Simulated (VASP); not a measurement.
Wanted: the native input for a VASP 6.6.1 run.

```yaml
Task: single point
Functional: PBE
Potentials_or_basis: VASP PAW PBE potentials, release 64 (Si)
Cutoff: 500 eV
k_mesh: 8 × 8 × 6
Occupations: gaussian, width 0.02 eV
Spin: no spin polarisation
Dipole_correction: no
Further_INCAR_settings: ALGO = Normal; EDIFF = 1e-06; NBANDS = 16
```

The structure of Si lies in POSCAR:

```
Si
1.0
    3.8676348191      0.0000000000      0.0000000000
    0.0000000000      3.8676348191      0.0000000000
    0.0000000000      0.0000000000      5.4696616008
Si
4
Direct
    0.0000000000      0.0000000000      0.0000000000
    0.0000000000      0.5000000000      0.2500000000
    0.5000000000      0.5000000000      0.5000000000
    0.5000000000      1.0000000000      0.7500000000
```

These files were run (other wordings do the same):

INCAR

```
SYSTEM = Si
PREC = Accurate
ENCUT = 500
EDIFF = 1E-6
ISMEAR = 0
SIGMA = 0.02
LREAL = .FALSE.
LASPH = .TRUE.
NELM = 120
ALGO = Normal
ISIF = 2
LWAVE = .FALSE.
LCHARG = .TRUE.
GGA = PE
LELF = .TRUE.
LVHAR = .TRUE.
NBANDS = 16
GGA_COMPAT = .FALSE.
```

KPOINTS

```
regular mesh
0
G
  8 8 6
  0 0 0
```

Potentials or basis: VASP PAW PBE potentials, release 64 (Si).

Launch:

```sh
$ cat potpaw_PBE.64/Si/POTCAR > POTCAR
$ mpirun -np 1 vasp_std > vasp.out
```

It gave:

```
Pressure               : 0.0 GPa
Band gap on the k mesh : 0.61 eV
```

It took 86 s on 1 thread of Intel Xeon 8259CL, with other jobs on the host, peak memory 0.2 GiB.
